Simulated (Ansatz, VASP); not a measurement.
## Two plane-wave programs on CaO

File INCAR:

```
ALGO = Normal
EDIFF = 1E-6
ENCUT = 1340
GGA = CA
GGA_COMPAT = F
ISIF = 2
ISMEAR = 0
LASPH = T
LCHARG = T
LELF = T
LREAL = F
LVHAR = T
LWAVE = F
NBANDS = 15
NELM = 120
PREC = Accurate
SIGMA = 0.05
```

Contents of KPOINTS:

```
k-points
0
Gamma
  8 8 8
```

POSCAR

```
CaO
1.0
    0.0000000000      2.3218312908      2.3218312908
    2.3218312908      0.0000000000      2.3218312908
    2.3218312908      2.3218312908      0.0000000000
Ca O
1 1
Direct
    0.5000000000      0.5000000000      0.5000000000
    0.0000000000      0.0000000000      0.0000000000
```

Input for Ansatz:

```yaml
crystal:
  lattice:
    - [0.0, 2.3218312908, 2.3218312908]
    - [2.3218312908, 0.0, 2.3218312908]
    - [2.3218312908, 2.3218312908, 0.0]
  atoms:
    - { symbol: Ca, position: [0.5, 0.5, 0.5] }
    - { symbol: O, position: [0.0, 0.0, 0.0] }
basis:
  ecutwfc: 420
  ecutrho_ratio: 4
kpoints:
  mp_grid: { grid: [8, 8, 8] }
hamiltonian:
  xc: lda
scf:
  occupations: { method: gaussian, width: 0.05 }
output:
  forces: true
  stress: true
  eigenvalues: true
```

Alike in both runs: task single point; functional LDA; k mesh 8 × 8 × 8; occupations gaussian, width 0.05 eV; no spin polarisation.

|  | VASP | Ansatz |
| --- | --- | --- |
| version | VASP 6.6.1 | Ansatz 0.2.0 |
| potentials or method | VASP PAW LDA potentials, release 64 (Ca_sv, O_h), cutoff 1340 eV | scalar-relativistic, plane waves, PAW |
| valence electrons in the cell | 16 | 16 |

```csv
,VASP,Ansatz,Ansatz less VASP
gap on the k mesh at the Fermi level (eV),3.38,3.42,+0.031
least direct gap on the mesh (eV),3.73,3.76,+0.029
pressure (GPa),6.9,5.8,-1.07
```

LDA's correlation is that of Perdew and Zunger in VASP and of Perdew and Wang (1992) in Ansatz.
